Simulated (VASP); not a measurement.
# K2S: single point with HSE06

The system is K2S.

```
K S
1.0
     0.00000    3.66125    3.66125
     3.66125    0.00000    3.66125
     3.66125    3.66125    0.00000
K S
2 1
Direct
  0.25000 0.25000 0.25000
  0.75000 0.75000 0.75000
  0.00000 0.00000 0.00000
```

This cell differs from its parent crystal: strain -1.1%.

```json
{
  "Program": "VASP 6.6.1",
  "Task": "single point",
  "Functional": "HSE06",
  "Potentials or basis": "VASP PAW PBE potentials, release 64 (K_sv, S)",
  "Cutoff": "400 eV",
  "k mesh": "4 × 4 × 4",
  "Occupations": "gaussian, width 0.01 eV",
  "Spin": "no spin polarisation",
  "Dipole correction": "no",
  "Grid for exact exchange (PRECFOCK)": "Normal",
  "Further INCAR settings": "ALGO = Normal; EDIFF = 1e-06; NBANDS = 19",
  "Screening parameter": "0.2079 1/Å"
}
```

- Pressure: 0.9 GPa
- Band gap on the k mesh: 3.40 eV, indirect (least direct gap 3.62 eV)

Levels at points of the mesh, in eV from the valence-band top:
| k point | band 9 | band 10 | band 11 | band 12 | band 13 | band 14 | band 15 | band 16 |
| --- | --- | --- | --- | --- | --- | --- | --- | --- |
| (0.00, 0.00, 0.00) | -10.64 | -0.22 | -0.22 | -0.22 | 3.40 | 6.71 | 6.71 | 8.89 |
| (0.50, 0.00, 0.00) | -10.37 | -0.66 | -0.07 | -0.07 | 5.80 | 6.24 | 7.02 | 7.02 |
| (0.50, 0.50, 0.00) | -10.31 | -0.80 | 0.00 | 0.00 | 4.46 | 6.53 | 8.01 | 8.05 |

It took 21 min on 1 thread of Intel(R) Xeon(R) Platinum 8259CL CPU @ 2.50GHz (Skylake/Cascade Lake) (shared host), peak memory 0.32 GiB.

Caveat: the cell differs from its parent crystal (strain -1.1%); the PAW data sets were made with another functional, which shifts forces and pressure a little. A k mesh can miss the band edges.
